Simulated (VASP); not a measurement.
# Al2GaP2 (P4mm) in VASP: a series of runs

The runs below take Al2GaP2 through single point, with PBE.

All numbers are computed with VASP 6.6.1; they aren't measurements. Logs are shortened: lines on timing, memory, paths and dates and some standing lists are left out, and cuts for length are marked.

### Step 1. The cell of the first run

The structure is tetragonal, space group P4mm (No. 99). The conventional cell has a = 3.367 Å, b = 3.367 Å, c = 8.810 Å, α = 90.00°, β = 90.00°, γ = 90.00°. Within 3.1 Å of Al (site symmetry 4mm) lie 1 P at 2.37 Å and 4 Ga at 2.64 Å. Al (site symmetry 4mm) has 5 P at 2.30 to 2.49 Å within 3.0 Å. Ga (site symmetry 4mm) has 1 P at 2.29 Å and 4 Al at 2.64 Å within 3.0 Å. P (site symmetry 4mm) has 5 Al at 2.37 to 2.49 Å within 3.1 Å. P (site symmetry 4mm) has 1 Ga at 2.29 Å and 1 Al at 2.30 Å within 3.0 Å.

### Step 2. Single point, PBE

File INCAR:

```
SYSTEM = Al2GaP2
PREC = Accurate
ENCUT = 520
EDIFF = 1E-6
ISMEAR = 0
SIGMA = 0.1
LREAL = .False.
LASPH = .True.
NELM = 100
ALGO = Normal
ISIF = 2
LWAVE = .False.
LCHARG = .False.
GGA = PE
NBANDS = 22
```

File KPOINTS:

```
Automatic mesh
0
Gamma
  4 4 4
  0 0 0
```

File POSCAR:

```
Al2GaP2
1.0
    3.3674550740      0.0000000000      0.0000000000
    0.0000000000      3.3674550740      0.0000000000
    0.0000000000      0.0000000000      8.8099382987
Al Ga P
2 1 2
Direct
    0.0000000000      0.0000000000      0.4043774045
    0.5000000000      0.5000000000      0.0542512286
    0.5000000000      0.5000000000      0.5328852650
    0.0000000000      0.0000000000      0.1352637335
    0.5000000000      0.5000000000      0.7930428784
```

Potentials or basis: VASP PAW PBE potentials, release 64 (Al, Ga_d, P).

On the command line:

```bash
cat potpaw_PBE.64/Al/POTCAR potpaw_PBE.64/Ga_d/POTCAR potpaw_PBE.64/P/POTCAR > POTCAR
mpirun -np 1 vasp_std > vasp.out
```

OUTCAR:

```text
SYSTEM = Al2GaP2
   PREC = Accurate
   ENCUT = 520
   EDIFF = 1E-6
   ISMEAR = 0
   LREAL = .False.
   LASPH = .True.
   NELM = 100
   ISIF = 2
   GGA = PE

 ion  position               nearest neighbor table
   1  0.000  0.000  0.404-   4 2.37   3 2.64   3 2.64   3 2.64   3 2.64
   2  0.500  0.500  0.054-   5 2.30   4 2.49   4 2.49   4 2.49   4 2.49
   3  0.500  0.500  0.533-   5 2.29   1 2.64   1 2.64   1 2.64   1 2.64
   4  0.000  0.000  0.135-   1 2.37   2 2.49   2 2.49   2 2.49   2 2.49
   5  0.500  0.500  0.793-   3 2.29   2 2.30

  LATTYP: Found a simple tetragonal cell.
 ALAT       =     3.3674550740
 C/A-ratio  =     2.6162006931

  Lattice vectors:

 A1 = (   3.3674550740,   0.0000000000,   0.0000000000)
 A2 = (   0.0000000000,   3.3674550740,   0.0000000000)
 A3 = (   0.0000000000,   0.0000000000,   8.8099382987)

Analysis of symmetry for initial positions (statically):
=====================================================================
 Subroutine PRICEL returns:
 Original cell was already a primitive cell.

 Routine SETGRP: Setting up the symmetry group for a
 simple tetragonal supercell.

 Subroutine GETGRP returns: Found  8 space group operations
 (whereof  8 operations were pure point group operations)
 out of a pool of 16 trial point group operations.

The static configuration has the point symmetry C_4v.

Analysis of symmetry for dynamics (positions and initial velocities):
=====================================================================
 Subroutine PRICEL returns:
 Original cell was already a primitive cell.

 Routine SETGRP: Setting up the symmetry group for a
 simple tetragonal supercell.

 Subroutine GETGRP returns: Found  8 space group operations
 (whereof  8 operations were pure point group operations)
 out of a pool of 16 trial point group operations.

The dynamic configuration has the point symmetry C_4v.

 Subroutine INISYM returns: Found  8 space group operations
 (whereof  8 operations are pure point group operations),
 and found     1 'primitive' translations

----------------------------------------------------------------------------------------

                                     Primitive cell

  volume of cell :      99.9025

  direct lattice vectors                    reciprocal lattice vectors
     3.367455074  0.000000000  0.000000000     0.296960161  0.000000000  0.000000000
     0.000000000  3.367455074  0.000000000     0.000000000  0.296960161  0.000000000
     0.000000000  0.000000000  8.809938299     0.000000000  0.000000000  0.113508173

  length of vectors
     3.367455074  3.367455074  8.809938299     0.296960161  0.296960161  0.113508173

  position of ions in fractional coordinates (direct lattice)
     0.000000000  0.000000000  0.404377405
     0.500000000  0.500000000  0.054251229
     0.500000000  0.500000000  0.532885265
     0.000000000  0.000000000  0.135263733
     0.500000000  0.500000000  0.793042878

  ion indices of the primitive-cell ions
   primitive index   ion index
                 1           1
                 2           2
                 3           3
                 4           4
                 5           5

----------------------------------------------------------------------------------------

 KPOINTS: Automatic mesh

Automatic generation of k-mesh.
 Grid dimensions read from file:
 generate k-points for:    4    4    4

 Generating k-lattice:

  Cartesian coordinates                     Fractional coordinates (reciprocal lattice)
     0.074240040  0.000000000  0.000000000     0.250000000  0.000000000  0.000000000
     0.000000000  0.074240040  0.000000000     0.000000000  0.250000000  0.000000000
     0.000000000  0.000000000  0.028377043     0.000000000  0.000000000  0.250000000

  Length of vectors
     0.074240040  0.074240040  0.028377043

  Shift w.r.t. Gamma in fractional coordinates (k-lattice)
     0.000000000  0.000000000  0.000000000

 Subroutine IBZKPT returns following result:
 ===========================================

 Found     18 irreducible k-points:

 Following reciprocal coordinates:
            Coordinates               Weight
  0.000000  0.000000  0.000000      1.000000
  0.250000  0.000000  0.000000      4.000000
  0.500000  0.000000  0.000000      2.000000
  0.250000  0.250000  0.000000      4.000000
  0.500000  0.250000  0.000000      4.000000
  0.500000  0.500000  0.000000      1.000000
[... 10 lines left out ...]
  0.500000  0.250000  0.500000      4.000000
  0.500000  0.500000  0.500000      1.000000
   k-points           NKPTS =     18   k-points in BZ     NKDIM =     18   number of bands    NBANDS=     22
   number of dos      NEDOS =    301   number of ions     NIONS =      5
   total plane-waves  NPLWV =  54880
   dimension x,y,z NGX =    28 NGY =   28 NGZ =   70
   dimension x,y,z NGXF=    56 NGYF=   56 NGZF=  140
   ions per type =               2   1   2
   NGX,Y,Z   is equivalent  to a cutoff of  13.82, 13.82, 13.21 a.u.
   NGXF,Y,Z  is equivalent  to a cutoff of  27.65, 27.65, 26.42 a.u.
 SYSTEM =  Al2GaP2
   PREC   = accura    normal or accurate (medium, high low for compatibility)
   ISTART =      0    job   : 0-new  1-cont  2-samecut
   ICHARG =      2    charge: 1-file 2-atom 10-const
   ISPIN  =      1    spin polarized calculation?
   LNONCOLLINEAR =      F non collinear calculations
   LSORBIT =      F    spin-orbit coupling
   LASPH  =      T    aspherical Exc in radial PAW
   ENCUT  =  520.0 eV  38.22 Ry    6.18 a.u.   6.26  6.26 16.38*2*pi/ulx,y,z
   NELM   =    100;   NELMIN=  2; NELMDL= -5     # of ELM steps
   EDIFF  = 0.1E-05   stopping-criterion for ELM
   LREAL  =      F    real-space projection
   EDIFFG = 0.1E-04   stopping-criterion for IOM
   NSW    =      0    number of steps for IOM
   IBRION =     -1    ionic relax: 0-MD 1-quasi-New 2-CG
   NFREE  =      0    steps in history (QN), initial steepest desc. (CG)
   ISIF   =      2    stress and relaxation
   ISYM   =      2    0-nonsym 1-usesym 2-fastsym
   POTIM  = 0.5000    time-step for ionic-motion
   TEBEG  =    0.0;   TEEND  =   0.0 temperature during run
   PSTRESS=    0.0 pullay stress
   NELECT =      29.0000    total number of electrons
   NUPDOWN=      -1.0000    fix difference up-down
   EMIN   =  10.00;   EMAX   =-10.00  energy-range for DOS
   EFERMI =   0.00;   METHOD = LEGACY
   ISMEAR =     0;   SIGMA  =   0.10  broadening in eV -4-tet -1-fermi 0-gaus
   EFERMI_NEDOS =   21; number of points for ismear=-14 and -15
   IALGO  =     38    algorithm
   IMIX   =      4    mixing-type and parameters
     AMIX     =   0.40;   BMIX     =  1.00
     AMIX_MAG =   1.60;   BMIX_MAG =  1.00
  volume/ion in A,a.u.               =      19.98       134.84
  Fermi-wavevector in a.u.,A,eV,Ry     =   1.083965  2.048397 15.986581  1.174981
  Thomas-Fermi vector in A             =   2.220044
   LORBIT       =      0    0 simple, 1 ext, 2 COOP (PROOUT), +10 PAW based schemes
   GGA     = PE    functional components
   LHFCALC =     F    Hartree Fock is set to
   AEXX    =    0.0000 exact exchange contribution
   IVDW    =     0    specifies the selected vdW correction
   LEPSILON=     F    determine dielectric tensor
   LRPA    =     F    only Hartree local field effects (RPA)
 non-spin polarized calculation
 Gauss-broadening in eV      SIGMA  =   0.10
  energy-cutoff  :      520.00
  volume of cell :       99.90
 maximum number of plane-waves:      2708
 NGX is ok and might be reduce to    28
   NGX = 13   NGY = 13   NGZ = 33

 number of electron      29.0000008 magnetization

 Free energy of the ion-electron system (eV)
  ---------------------------------------------------
  ext. energy  EPLUGINS =         0.00000000
  ---------------------------------------------------
  free energy    TOTEN  =       -20.57682240 eV

  energy without entropy =      -20.56535000  energy(sigma->0) =      -20.57108620

 E-fermi :   5.3044     XC(G=0):  -9.6797

 val. band max:        5.2370592611   @ k =   0.5000   0.5000   0.5000
 cond. band min:       5.3707520169   @ k =   0.5000   0.0000   0.0000
 fundamental gap:      0.1336927558
 Fermi energy:         5.3043873373

 k-point     1 :       0.0000    0.0000    0.0000
  band No.  band energies     occupation
      1      -9.5948      2.00000
      2      -9.5490      2.00000
      3      -9.4780      2.00000
      4      -9.4624      2.00000
      5      -9.4624      2.00000
      6      -7.3534      2.00000
[... 14 lines left out ...]
     21      10.7857      0.00000
     22      10.8395      0.00000

 k-point     2 :       0.2500    0.0000    0.0000
  band No.  band energies     occupation
      1      -9.5824      2.00000
      2      -9.5135      2.00000
      3      -9.4963      2.00000
      4      -9.4859      2.00000
      5      -9.4604      2.00000
      6      -6.7084      2.00000
[... 14 lines left out ...]
     21      11.8086      0.00000
     22      11.8263      0.00000

 k-point     3 :       0.5000    0.0000    0.0000
  band No.  band energies     occupation
      1      -9.5740      2.00000
      2      -9.5144      2.00000
      3      -9.5118      2.00000
      4      -9.4723      2.00000
      5      -9.4585      2.00000
      6      -5.5596      2.00000
[... 14 lines left out ...]
     21      11.1678      0.00000
     22      11.4499      0.00000

 k-point     4 :       0.2500    0.2500    0.0000
  band No.  band energies     occupation
      1      -9.5641      2.00000
      2      -9.5216      2.00000
      3      -9.4881      2.00000
      4      -9.4847      2.00000
      5      -9.4734      2.00000
      6      -6.0840      2.00000
[... 14 lines left out ...]
     21      11.0273      0.00000
     22      11.3579      0.00000

 k-point     5 :       0.5000    0.2500    0.0000
  band No.  band energies     occupation
      1      -9.5519      2.00000
      2      -9.5463      2.00000
      3      -9.5057      2.00000
      4      -9.4802      2.00000
      5      -9.4411      2.00000
      6      -5.0016      2.00000
[... 14 lines left out ...]
     21      10.4464      0.00000
     22      11.4528      0.00000

 k-point     6 :       0.5000    0.5000    0.0000
  band No.  band energies     occupation
      1      -9.5761      2.00000
      2      -9.5367      2.00000
      3      -9.5010      2.00000
      4      -9.5010      2.00000
      5      -9.4043      2.00000
      6      -4.1614      2.00000
[... 14 lines left out ...]
     21       9.1628      0.00000
     22      10.0488      0.00000

 k-point     7 :       0.0000    0.0000    0.2500
  band No.  band energies     occupation
      1      -9.5946      2.00000
      2      -9.5490      2.00000
      3      -9.4779      2.00000
      4      -9.4624      2.00000
      5      -9.4624      2.00000
      6      -7.3347      2.00000
[... 174 lines left out ...]
      6      -6.6726      2.00000
[... 14 lines left out ...]
     21      11.5895      0.00000
     22      11.8373      0.00000

 k-point    15 :       0.5000    0.0000    0.5000
  band No.  band energies     occupation
      1      -9.5739      2.00000
      2      -9.5144      2.00000
      3      -9.5118      2.00000
      4      -9.4722      2.00000
      5      -9.4585      2.00000
      6      -5.5575      2.00000
[... 14 lines left out ...]
     21      10.3882      0.00000
     22      11.1237      0.00000

 k-point    16 :       0.2500    0.2500    0.5000
  band No.  band energies     occupation
      1      -9.5640      2.00000
      2      -9.5216      2.00000
      3      -9.4881      2.00000
      4      -9.4847      2.00000
      5      -9.4734      2.00000
      6      -6.0512      2.00000
[... 14 lines left out ...]
     21      11.1540      0.00000
     22      11.7080      0.00000

 k-point    17 :       0.5000    0.2500    0.5000
  band No.  band energies     occupation
      1      -9.5518      2.00000
      2      -9.5463      2.00000
      3      -9.5057      2.00000
      4      -9.4802      2.00000
      5      -9.4411      2.00000
      6      -5.0001      2.00000
[... 14 lines left out ...]
     21       9.5826      0.00000
     22      10.1858      0.00000

 k-point    18 :       0.5000    0.5000    0.5000
  band No.  band energies     occupation
      1      -9.5761      2.00000
      2      -9.5367      2.00000
      3      -9.5010      2.00000
      4      -9.5010      2.00000
      5      -9.4043      2.00000
      6      -4.1612      2.00000
[... 14 lines left out ...]
     21       9.4721      0.00000
     22      10.9061      0.00000

------------------------ aborting loop because EDIFF is reached ----------------------------------------

  FORCE on cell =-STRESS in cart. coord.  units (eV):
  Direction    XX          YY          ZZ          XY          YZ          ZX
  --------------------------------------------------------------------------------------
  -------------------------------------------------------------------------------------
  Total        0.0221549      0.0221549      0.0085472      0.0000000      0.0000000      0.0000000
  in kB        0.3553069      0.3553069      0.1370752      0.0000000      0.0000000      0.0000000
  external PRESSURE =       0.2825630 kB  Pullay stress =       0.0000000 kB

 VOLUME and BASIS-vectors are now :
 -----------------------------------------------------------------------------
  energy-cutoff  :      520.00
  volume of cell :       99.90
      direct lattice vectors                 reciprocal lattice vectors
     3.367455074  0.000000000  0.000000000     0.296960161  0.000000000  0.000000000
     0.000000000  3.367455074  0.000000000     0.000000000  0.296960161  0.000000000
     0.000000000  0.000000000  8.809938299     0.000000000  0.000000000  0.113508173

 POSITION                                       TOTAL-FORCE (eV/Angst)
 -----------------------------------------------------------------------------------
      0.00000      0.00000      3.56254         0.000000     -0.000000     -0.003286
      1.68373      1.68373      0.47795         0.000000      0.000000     -0.009645
      1.68373      1.68373      4.69469         0.000000     -0.000000     -0.000979
      0.00000      0.00000      1.19167         0.000000     -0.000000      0.003859
      1.68373      1.68373      6.98666         0.000000     -0.000000      0.010051
 -----------------------------------------------------------------------------------
    total drift:                                0.000000      0.000000      0.000912

  FREE ENERGIE OF THE ION-ELECTRON SYSTEM (eV)
  ---------------------------------------------------
  free  energy   TOTEN  =       -20.5768223959 eV

  energy  without entropy=      -20.5653499978  energy(sigma->0) =      -20.57108620
```

It took 20 s on 1 thread of Intel Xeon 6975P-C (Granite Rapids), shared host; peak memory 0.23 GiB.

What came out:

```
Free energy   : -20.5768 eV
Pressure      : 0.0 GPa
Largest force : 0.010 eV/Å
```

Forces on the atoms (eV/Å):
```
Al   0.000  0.000 -0.003
Al   0.000  0.000 -0.010
Ga   0.000  0.000 -0.001
P    0.000  0.000  0.004
P    0.000  0.000  0.010
```

Levels at points of the mesh, in eV from the Fermi level:
```tsv
k point	band 11	band 12	band 13	band 14	band 15	band 16	band 17	band 18
(0.00, 0.00, 0.00)	-1.24	-1.24	1.22	1.22	1.87	2.62	2.79	2.79
(0.50, 0.00, 0.00)	-4.03	-2.57	-1.40	0.07	0.59	1.72	2.19	4.62
(0.50, 0.50, 0.00)	-3.09	-2.82	-2.82	-2.80	-1.67	-1.67	-0.17	-0.14
(0.00, 0.00, 0.50)	-1.22	-1.22	0.59	1.08	1.08	2.01	3.10	3.10
(0.50, 0.00, 0.50)	-3.54	-3.15	-2.59	0.07	1.73	2.74	3.42	3.96
(0.50, 0.50, 0.50)	-3.11	-3.09	-3.09	-2.00	-1.24	-1.14	-1.14	-0.07
```

Caveat: the k points lie up to 0.47 Å⁻¹ apart.

(Continued in part 2 of 2.)
